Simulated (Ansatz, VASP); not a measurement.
**One calculation of GaAs, two programs**

The input POSCAR:

```
GaAs
1.0
    0.0000000000      2.8268500000      2.8268500000
    2.8268500000      0.0000000000      2.8268500000
    2.8268500000      2.8268500000      0.0000000000
Ga As
1 1
Direct
    0.0000000000      0.0000000000      0.0000000000
    0.2500000000      0.2500000000      0.2500000000
```

INCAR.step1

```
SYSTEM = GaAs
PREC = Accurate
ENCUT = 600
ISMEAR = -1
SIGMA = 0.02
LREAL = .False.
LASPH = .True.
NELM = 80
GGA = PE
ALGO = Normal
EDIFF = 1E-4
LWAVE = .True.
LCHARG = .False.
```

The input INCAR.step2:

```
SYSTEM = GaAs
PREC = Accurate
ENCUT = 600
EDIFF = 1E-7
ISMEAR = -1
SIGMA = 0.02
LREAL = .False.
LASPH = .True.
NELM = 80
ALGO = Normal
ISIF = 3
LWAVE = .False.
LCHARG = .False.
METAGGA = R2SCAN
LMIXTAU = .True.
IBRION = 2
NSW = 80
EDIFFG = -0.01
ISTART = 1
```

KPOINTS

```
Automatic mesh
0
Gamma
  8 8 8
  0 0 0
```

Input for Ansatz:

```yaml
crystal:
  lattice:
    - [0.0, 2.82685, 2.82685]
    - [2.82685, 0.0, 2.82685]
    - [2.82685, 2.82685, 0.0]
  atoms:
    - { symbol: Ga, position: [0.0, 0.0, 0.0] }
    - { symbol: As, position: [0.25, 0.25, 0.25] }
  symmetry: { tolerance: 0.0003 }
hamiltonian:
  xc: r2scan
  pseudopotentials: { kind: paw, azcp: { folder: soft_1 } }
basis:
  ecutwfc: 500
magnetization:
  spin_polarized: false
scf:
  occupations: { method: fermi_dirac, width: 0.02 }
kpoints:
  mp_grid: { grid: [8, 8, 8], shift: [0, 0, 0] }
output:
  forces: true
  stress: true
  eigenvalues: true
relax:
  max_steps: 60
  cell: {}
```

Alike in both runs: task relaxation of cell and atoms; functional r2SCAN; k mesh 8 × 8 × 8; occupations fermi-dirac, width 0.02 eV; no spin polarisation.

|  | VASP | Ansatz |
| --- | --- | --- |
| version | VASP 6.6.1 | Ansatz 0.2.0 |
| potentials or method | VASP PAW PBE potentials, release 64 (Ga_d, As), cutoff 600 eV | PAW plane waves |
| valence electrons in the cell | 18 | 28 |

Ansatz gave:

```
gap on the k mesh at the Fermi level, each at its own relaxed structure (eV) : 0.97
relaxed volume (Å³/atom)                                                     : 22.73
relaxed cell length with the largest relative difference (Å)                 : 4.006
```

Which values does VASP return?

gap on the k mesh at the Fermi level, each at its own relaxed structure (eV): 0.94; relaxed volume (Å³/atom): 22.76; relaxed cell length with the largest relative difference (Å): 4.008.

VASP's potentials were made for PBE, not for r2SCAN. VASP's potentials hold 18 valence electrons a cell and Ansatz's 28, so a difference there can come from the potentials and not from the codes.
